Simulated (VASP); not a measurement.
# Zn (Im-3m) in VASP: a series of runs

The runs below take Zn through single point, with revPBE.

Program: VASP 6.6.1. These are calculated values, not measurements. Logs are shortened: lines on timing, memory, paths and dates and some standing lists are left out, and cuts for length are marked.

### Step 1. The cell of the first run

Symmetry: Im-3m, No. 229, cubic system. Conventional cell: a = 3.168 Å, b = 3.168 Å, c = 3.168 Å, α = 90.00°, β = 90.00°, γ = 90.00°. Within 3.6 Å of Zn (site symmetry m-3m) lie 14 Zn at 2.74 to 3.17 Å.

### Step 2. Single point, revPBE

INCAR reads:

```
ALGO = Normal
EDIFF = 1E-6
ENCUT = 520
GGA = RE
ISIF = 2
ISMEAR = -1
LASPH = True
LCHARG = False
LREAL = False
LWAVE = False
NBANDS = 12
NELM = 100
PREC = Accurate
SIGMA = 0.1
```

KPOINTS reads:

```
k-points
0
Gamma
  14 14 14
```

POSCAR reads:

```
Zn
1.0
   -1.5838708455      1.5838708455      1.5838708455
    1.5838708455     -1.5838708455      1.5838708455
    1.5838708455      1.5838708455     -1.5838708455
Zn
1
Direct
    0.0000000000      0.0000000000      0.0000000000
```

Potentials or basis: VASP PAW PBE potentials, release 64 (Zn).

Started as:

```
> cat potpaw_PBE.64/Zn/POTCAR > POTCAR
> mpirun -np 1 vasp_std > vasp.out
```

OUTCAR:

```text
EDIFF = 1E-6
   ENCUT = 520
   GGA = RE
   ISIF = 2
   ISMEAR = -1
   LASPH = True
   LREAL = False
   NELM = 100
   PREC = Accurate

 ion  position               nearest neighbor table
   1  0.000  0.000  0.000-

  LATTYP: Found a body centered cubic cell.
 ALAT       =     3.1677416910

  Lattice vectors:

 A1 = (  -1.5838708455,   1.5838708455,   1.5838708455)
 A2 = (   1.5838708455,  -1.5838708455,   1.5838708455)
 A3 = (   1.5838708455,   1.5838708455,  -1.5838708455)

Analysis of symmetry for initial positions (statically):
=====================================================================
 Subroutine PRICEL returns:
 Original cell was already a primitive cell.

 Routine SETGRP: Setting up the symmetry group for a
 body centered cubic supercell.

 Subroutine GETGRP returns: Found 48 space group operations
 (whereof 48 operations were pure point group operations)
 out of a pool of 48 trial point group operations.

The static configuration has the point symmetry O_h .

Analysis of symmetry for dynamics (positions and initial velocities):
=====================================================================
 Subroutine PRICEL returns:
 Original cell was already a primitive cell.

 Routine SETGRP: Setting up the symmetry group for a
 body centered cubic supercell.

 Subroutine GETGRP returns: Found 48 space group operations
 (whereof 48 operations were pure point group operations)
 out of a pool of 48 trial point group operations.

The dynamic configuration has the point symmetry O_h .

 Subroutine INISYM returns: Found 48 space group operations
 (whereof 48 operations are pure point group operations),
 and found     1 'primitive' translations

----------------------------------------------------------------------------------------

                                     Primitive cell

  volume of cell :      15.8935

  direct lattice vectors                    reciprocal lattice vectors
    -1.583870845  1.583870845  1.583870845     0.000000000  0.315682305  0.315682305
     1.583870845 -1.583870845  1.583870845     0.315682305  0.000000000  0.315682305
     1.583870845  1.583870845 -1.583870845     0.315682305  0.315682305  0.000000000

  length of vectors
     2.743344777  2.743344777  2.743344777     0.446442198  0.446442198  0.446442198

  position of ions in fractional coordinates (direct lattice)
     0.000000000  0.000000000  0.000000000

  ion indices of the primitive-cell ions
   primitive index   ion index
                 1           1

----------------------------------------------------------------------------------------

 KPOINTS: k-points

Automatic generation of k-mesh.
 Grid dimensions read from file:
 generate k-points for:   14   14   14

 Generating k-lattice:

  Cartesian coordinates                     Fractional coordinates (reciprocal lattice)
     0.000000000  0.022548736  0.022548736     0.071428571  0.000000000  0.000000000
     0.022548736  0.000000000  0.022548736     0.000000000  0.071428571  0.000000000
     0.022548736  0.022548736  0.000000000     0.000000000  0.000000000  0.071428571

  Length of vectors
     0.031888728  0.031888728  0.031888728

  Shift w.r.t. Gamma in fractional coordinates (k-lattice)
     0.000000000  0.000000000  0.000000000

 Subroutine IBZKPT returns following result:
 ===========================================

 Found    104 irreducible k-points:

 Following reciprocal coordinates:
            Coordinates               Weight
  0.000000  0.000000  0.000000      1.000000
  0.071429  0.000000  0.000000     12.000000
  0.142857  0.000000  0.000000     12.000000
  0.214286  0.000000  0.000000     12.000000
  0.285714  0.000000  0.000000     12.000000
  0.357143  0.000000  0.000000     12.000000
[... 16 lines left out ...]
  0.285714  0.285714  0.000000     24.000000
  0.357143  0.285714 -0.000000     24.000000
 [... further k-points ...]
   k-points           NKPTS =    104   k-points in BZ     NKDIM =    104   number of bands    NBANDS=     12
   number of dos      NEDOS =    301   number of ions     NIONS =      1
   total plane-waves  NPLWV =   8000
   dimension x,y,z NGX =    20 NGY =   20 NGZ =   20
   dimension x,y,z NGXF=    40 NGYF=   40 NGZF=   40
   ions per type =               1
   NGX,Y,Z   is equivalent  to a cutoff of  12.12, 12.12, 12.12 a.u.
   NGXF,Y,Z  is equivalent  to a cutoff of  24.24, 24.24, 24.24 a.u.
 SYSTEM =  unknown system
   PREC   = accura    normal or accurate (medium, high low for compatibility)
   ISTART =      0    job   : 0-new  1-cont  2-samecut
   ICHARG =      2    charge: 1-file 2-atom 10-const
   ISPIN  =      1    spin polarized calculation?
   LNONCOLLINEAR =      F non collinear calculations
   LSORBIT =      F    spin-orbit coupling
   LASPH  =      T    aspherical Exc in radial PAW
   ENCUT  =  520.0 eV  38.22 Ry    6.18 a.u.   5.10  5.10  5.10*2*pi/ulx,y,z
   NELM   =    100;   NELMIN=  2; NELMDL= -5     # of ELM steps
   EDIFF  = 0.1E-05   stopping-criterion for ELM
   LREAL  =      F    real-space projection
   EDIFFG = 0.1E-04   stopping-criterion for IOM
   NSW    =      0    number of steps for IOM
   IBRION =     -1    ionic relax: 0-MD 1-quasi-New 2-CG
   NFREE  =      0    steps in history (QN), initial steepest desc. (CG)
   ISIF   =      2    stress and relaxation
   ISYM   =      2    0-nonsym 1-usesym 2-fastsym
   POTIM  = 0.5000    time-step for ionic-motion
   TEBEG  =    0.0;   TEEND  =   0.0 temperature during run
   PSTRESS=    0.0 pullay stress
   NELECT =      12.0000    total number of electrons
   NUPDOWN=      -1.0000    fix difference up-down
   EMIN   =  10.00;   EMAX   =-10.00  energy-range for DOS
   EFERMI =   0.00;   METHOD = LEGACY
   ISMEAR =    -1;   SIGMA  =   0.10  broadening in eV -4-tet -1-fermi 0-gaus
   EFERMI_NEDOS =   21; number of points for ismear=-14 and -15
   IALGO  =     38    algorithm
   IMIX   =      4    mixing-type and parameters
     AMIX     =   0.40;   BMIX     =  1.00
     AMIX_MAG =   1.60;   BMIX_MAG =  1.00
  volume/ion in A,a.u.               =      15.89       107.25
  Fermi-wavevector in a.u.,A,eV,Ry     =   1.490718  2.817048 30.235411  2.222240
  Thomas-Fermi vector in A             =   2.603464
   LORBIT       =      0    0 simple, 1 ext, 2 COOP (PROOUT), +10 PAW based schemes
   GGA     = RE    functional components
   LHFCALC =     F    Hartree Fock is set to
   AEXX    =    0.0000 exact exchange contribution
   IVDW    =     0    specifies the selected vdW correction
   LEPSILON=     F    determine dielectric tensor
   LRPA    =     F    only Hartree local field effects (RPA)
 non-spin polarized calculation
  energy-cutoff  :      520.00
  volume of cell :       15.89
 maximum number of plane-waves:       439
   NGX = 11   NGY = 11   NGZ = 11

 number of electron      12.0000002 magnetization

 Free energy of the ion-electron system (eV)
  ---------------------------------------------------
  ext. energy  EPLUGINS =         0.00000000
  ---------------------------------------------------
  free energy    TOTEN  =        -0.73460673 eV

  energy without entropy =       -0.72286915  energy(sigma->0) =       -0.72873794

 E-fermi :   2.9913     XC(G=0): -11.2384

 val. band max:        2.9838310001   @ k =   0.3571   0.2857  -0.0000
 cond. band min:       3.1946895171   @ k =  -0.4286  -0.4286   0.1429
 fundamental gap:      0.2108585170
 Fermi energy:         2.9913318918

 k-point     1 :       0.0000    0.0000    0.0000
  band No.  band energies     occupation
      1      -7.1095      2.00000
      2      -4.6757      2.00000
      3      -4.6757      2.00000
      4      -4.6757      2.00000
      5      -4.2054      2.00000
      6      -4.2054      2.00000
      7      21.5869      0.00000
      8      21.5869      0.00000
      9      21.5869      0.00000
     10      23.4121      0.00000
     11      23.4121      0.00000
     12      23.4122      0.00000

 k-point     2 :       0.0714    0.0000    0.0000
  band No.  band energies     occupation
      1      -6.9519      2.00000
      2      -4.6898      2.00000
      3      -4.6721      2.00000
      4      -4.6401      2.00000
      5      -4.2187      2.00000
      6      -4.2046      2.00000
      7      19.4862      0.00000
      8      20.5011      0.00000
      9      20.9212      0.00000
     10      22.1968      0.00000
     11      22.3028      0.00000
     12      23.1348      0.00000

 k-point     3 :       0.1429    0.0000    0.0000
  band No.  band energies     occupation
      1      -6.4924      2.00000
      2      -4.7293      2.00000
      3      -4.6557      2.00000
      4      -4.5386      2.00000
      5      -4.2475      2.00000
      6      -4.2019      2.00000
      7      15.9637      0.00000
      8      18.7907      0.00000
      9      19.5007      0.00000
     10      20.9694      0.00000
     11      21.3436      0.00000
     12      23.4834      0.00000
[... 286 lines left out ...]
 k-point    23 :       0.2857    0.2857    0.0000
  band No.  band energies     occupation
      1      -5.0044      2.00000
      2      -4.7649      2.00000
      3      -4.5305      2.00000
      4      -4.2207      2.00000
      5      -4.1211      2.00000
      6       1.0973      2.00000
      7       5.4031      0.00000
      8       5.6283      0.00000
      9      13.9359      0.00000
     10      22.8420      0.00000
     11      23.5638      0.00000
     12      27.2529      0.00000

 k-point    24 :       0.3571    0.2857   -0.0000
  band No.  band energies     occupation
      1      -5.0012      2.00000
      2      -4.7325      2.00000
      3      -4.5672      2.00000
      4      -4.1939      2.00000
      5      -4.1358      2.00000
      6       2.9838      1.03749
      7       3.3411      0.05877
      8       5.3479      0.00000
      9      13.7996      0.00000
     10      22.9997      0.00000
     11      24.7336      0.00000
     12      25.5399      0.00000

 [... further k-points ...]
[... 5 lines left out ...]
  --------------------------------------------------------------------------------------
  -------------------------------------------------------------------------------------
  Total        0.0189372      0.0189372      0.0189372      0.0000000      0.0000000     -0.0000000
  in kB        1.9090053      1.9090053      1.9090053      0.0000000      0.0000000     -0.0000000
  external PRESSURE =       1.9090053 kB  Pullay stress =       0.0000000 kB

 VOLUME and BASIS-vectors are now :
 -----------------------------------------------------------------------------
  energy-cutoff  :      520.00
  volume of cell :       15.89
      direct lattice vectors                 reciprocal lattice vectors
    -1.583870845  1.583870845  1.583870845     0.000000000  0.315682305  0.315682305
     1.583870845 -1.583870845  1.583870845     0.315682305  0.000000000  0.315682305
     1.583870845  1.583870845 -1.583870845     0.315682305  0.315682305  0.000000000

 POSITION                                       TOTAL-FORCE (eV/Angst)
 -----------------------------------------------------------------------------------
      0.00000      0.00000      0.00000        -0.000000     -0.000000      0.000000
 -----------------------------------------------------------------------------------
    total drift:                                0.000000     -0.000000      0.000000

  FREE ENERGIE OF THE ION-ELECTRON SYSTEM (eV)
  ---------------------------------------------------
  free  energy   TOTEN  =        -0.7346067314 eV

  energy  without entropy=       -0.7228691512  energy(sigma->0) =       -0.72873794
```

It took 16 s on 1 thread of AMD EPYC 7R13, shared host; peak memory 0.1 GiB.

What came out:

- Free energy: -0.7346 eV
- Pressure: 0.2 GPa
- Band gap on the k mesh: zero (band 6 reaches 7.15 eV, above the bottom of band 7 at 1.98 eV)

Caveat: the PAW data sets were made with another functional, which shifts forces and pressure a little.

### Step 3. Single point, revPBE (volume scaled by 0.88)

INCAR reads:

```
SYSTEM = Zn
PREC = Accurate
ENCUT = 520
EDIFF = 1E-6
ISMEAR = -1
SIGMA = 0.1
LREAL = .False.
LASPH = .True.
NELM = 100
ALGO = Normal
ISIF = 2
LWAVE = .False.
LCHARG = .False.
GGA = RE
NBANDS = 12
```

KPOINTS reads:

```
Automatic mesh
0
Gamma
  16 16 16
  0 0 0
```

POSCAR reads:

```
Zn
1.0
   -1.5177980441      1.5177980441      1.5177980441
    1.5177980441     -1.5177980441      1.5177980441
    1.5177980441      1.5177980441     -1.5177980441
Zn
1
Direct
    0.0000000000      0.0000000000      0.0000000000
```

Potentials or basis: VASP PAW PBE potentials, release 64 (Zn).

Started as:

```
> cat potpaw_PBE.64/Zn/POTCAR > POTCAR
> mpirun -np 1 vasp_std > vasp.out
```

OUTCAR:

```text
SYSTEM = Zn
   PREC = Accurate
   ENCUT = 520
   EDIFF = 1E-6
   ISMEAR = -1
   LREAL = .False.
   LASPH = .True.
   NELM = 100
   ISIF = 2
   GGA = RE

 ion  position               nearest neighbor table
   1  0.000  0.000  0.000-

  LATTYP: Found a body centered cubic cell.
 ALAT       =     3.0355960882

  Lattice vectors:

 A1 = (  -1.5177980441,   1.5177980441,   1.5177980441)
 A2 = (   1.5177980441,  -1.5177980441,   1.5177980441)
 A3 = (   1.5177980441,   1.5177980441,  -1.5177980441)

Analysis of symmetry for initial positions (statically):
=====================================================================
 Subroutine PRICEL returns:
 Original cell was already a primitive cell.

 Routine SETGRP: Setting up the symmetry group for a
 body centered cubic supercell.

 Subroutine GETGRP returns: Found 48 space group operations
 (whereof 48 operations were pure point group operations)
 out of a pool of 48 trial point group operations.

The static configuration has the point symmetry O_h .

Analysis of symmetry for dynamics (positions and initial velocities):
=====================================================================
 Subroutine PRICEL returns:
 Original cell was already a primitive cell.

 Routine SETGRP: Setting up the symmetry group for a
 body centered cubic supercell.

 Subroutine GETGRP returns: Found 48 space group operations
 (whereof 48 operations were pure point group operations)
 out of a pool of 48 trial point group operations.

The dynamic configuration has the point symmetry O_h .

 Subroutine INISYM returns: Found 48 space group operations
 (whereof 48 operations are pure point group operations),
 and found     1 'primitive' translations

----------------------------------------------------------------------------------------

                                     Primitive cell
[... 107 lines left out ...]
   IMIX   =      4    mixing-type and parameters
     AMIX     =   0.40;   BMIX     =  1.00
     AMIX_MAG =   1.60;   BMIX_MAG =  1.00
  volume/ion in A,a.u.               =      13.99        94.38
  Fermi-wavevector in a.u.,A,eV,Ry     =   1.555612  2.939680 32.925125  2.419928
  Thomas-Fermi vector in A             =   2.659528
   LORBIT       =      0    0 simple, 1 ext, 2 COOP (PROOUT), +10 PAW based schemes
   GGA     = RE    functional components
   LHFCALC =     F    Hartree Fock is set to
   AEXX    =    0.0000 exact exchange contribution
   IVDW    =     0    specifies the selected vdW correction
   LEPSILON=     F    determine dielectric tensor
   LRPA    =     F    only Hartree local field effects (RPA)
 non-spin polarized calculation
  energy-cutoff  :      520.00
  volume of cell :       13.99
 maximum number of plane-waves:       387
   NGX =  9   NGY =  9   NGZ =  9

 number of electron      11.9999977 magnetization

 Free energy of the ion-electron system (eV)
  ---------------------------------------------------
  ext. energy  EPLUGINS =         0.00000000
  ---------------------------------------------------
  free energy    TOTEN  =        -0.67836035 eV

  energy without entropy =       -0.66813213  energy(sigma->0) =       -0.67324624

 E-fermi :   4.0763     XC(G=0): -11.9112

 val. band max:        4.0721890118   @ k =  -0.4375  -0.4375   0.1250
 cond. band min:       4.0890847630   @ k =   0.3750   0.1250   0.0625
 fundamental gap:      0.0168957512
 Fermi energy:         4.0762616294

 k-point     1 :       0.0000    0.0000    0.0000
  band No.  band energies     occupation
      1      -7.2200      2.00000
      2      -4.1036      2.00000
      3      -4.1036      2.00000
      4      -4.1036      2.00000
      5      -3.5137      2.00000
      6      -3.5137      2.00000
      7      24.7138      0.00000
      8      24.7138      0.00000
      9      24.7139      0.00000
     10      25.4927      0.00000
     11      25.4927      0.00000
     12      25.4927      0.00000
[... 331 lines left out ...]
 k-point    24 :       0.2500    0.1875    0.0000
  band No.  band energies     occupation
      1      -4.6126      2.00000
      2      -4.3059      2.00000
      3      -3.9242      2.00000
      4      -3.6059      2.00000
      5      -3.4265      2.00000
      6      -1.4424      2.00000
      7       9.0587      0.00000
      8      11.0555      0.00000
      9      16.8207      0.00000
     10      23.7104      0.00000
     11      25.8049      0.00000
     12      29.6432      0.00000

 [... further k-points ...]
[... 5 lines left out ...]
  --------------------------------------------------------------------------------------
  -------------------------------------------------------------------------------------
  Total        0.9617729      0.9617729      0.9617729     -0.0000000     -0.0000000      0.0000000
  in kB      110.1745233    110.1745233    110.1745233     -0.0000000     -0.0000000      0.0000000
  external PRESSURE =     110.1745233 kB  Pullay stress =       0.0000000 kB

 VOLUME and BASIS-vectors are now :
 -----------------------------------------------------------------------------
  energy-cutoff  :      520.00
  volume of cell :       13.99
      direct lattice vectors                 reciprocal lattice vectors
    -1.517798044  1.517798044  1.517798044     0.000000000  0.329424591  0.329424591
     1.517798044 -1.517798044  1.517798044     0.329424591  0.000000000  0.329424591
     1.517798044  1.517798044 -1.517798044     0.329424591  0.329424591  0.000000000

 POSITION                                       TOTAL-FORCE (eV/Angst)
 -----------------------------------------------------------------------------------
      0.00000      0.00000      0.00000        -0.000000     -0.000000     -0.000000
 -----------------------------------------------------------------------------------
    total drift:                               -0.000000     -0.000000      0.000000

  FREE ENERGIE OF THE ION-ELECTRON SYSTEM (eV)
  ---------------------------------------------------
  free  energy   TOTEN  =        -0.6783603472 eV

  energy  without entropy=       -0.6681321255  energy(sigma->0) =       -0.67324624
```

OSZICAR:

```text
N       E                     dE             d eps       ncg     rms          rms(c)
DAV:   1     0.428826621298E+02    0.42883E+02   -0.65334E+03  3660   0.162E+03
DAV:   2     0.409129464837E+00   -0.42474E+02   -0.39579E+02  3640   0.217E+02
DAV:   3    -0.775142377485E+00   -0.11843E+01   -0.11819E+01  4004   0.358E+01
DAV:   4    -0.777490298841E+00   -0.23479E-02   -0.23478E-02  3840   0.155E+00
DAV:   5    -0.777491798859E+00   -0.15000E-05   -0.15002E-05  3924   0.386E-02    0.348E+00
DAV:   6    -0.685092731737E+00    0.92399E-01   -0.48317E-01  3920   0.142E+01    0.256E+00
DAV:   7    -0.680400949718E+00    0.46918E-02   -0.81296E-03  3652   0.173E+00    0.128E+00
DAV:   8    -0.678348395554E+00    0.20526E-02   -0.12914E-03  3912   0.572E-01    0.395E-02
DAV:   9    -0.678360457961E+00   -0.12062E-04   -0.86420E-05  4600   0.119E-01    0.217E-02
DAV:  10    -0.678360347242E+00    0.11072E-06   -0.39167E-06  3804   0.298E-02
   1 F= -.67836035E+00 E0= -.67324624E+00  d E =-.102282E-01
```

stdout:

```text
POSCAR found type information on POSCAR Zn
 POSCAR found :  1 types and       1 ions
 scaLAPACK will be used
 -----------------------------------------------------------------------------
|                                                                             |
|                                                                             |
|     You enforced a specific xc type in the INCAR file but a different       |
|     I HOPE YOU KNOW WHAT YOU ARE DOING!                                     |
|                                                                             |
 -----------------------------------------------------------------------------

 LDA part: xc-table for (Slater+PW92), standard interpolation
 POSCAR, INCAR and KPOINTS ok, starting setup
 FFT: planning ... GRIDC
 FFT: planning ... GRID_SOFT
 FFT: planning ... GRID
 WAVECAR not read
 entering main loop
```

It took 20 s on 1 thread of AMD EPYC 7R13, shared host; peak memory 0.11 GiB.

What came out:

* Free energy: -0.6784 eV
* Pressure: 11.0 GPa
* Band gap on the k mesh: zero (band 6 reaches 8.32 eV, above the bottom of band 7 at 3.17 eV)

Caveat: the PAW data sets were made with another functional, which shifts forces and pressure a little.

(Part 1 of 2 ends here.)
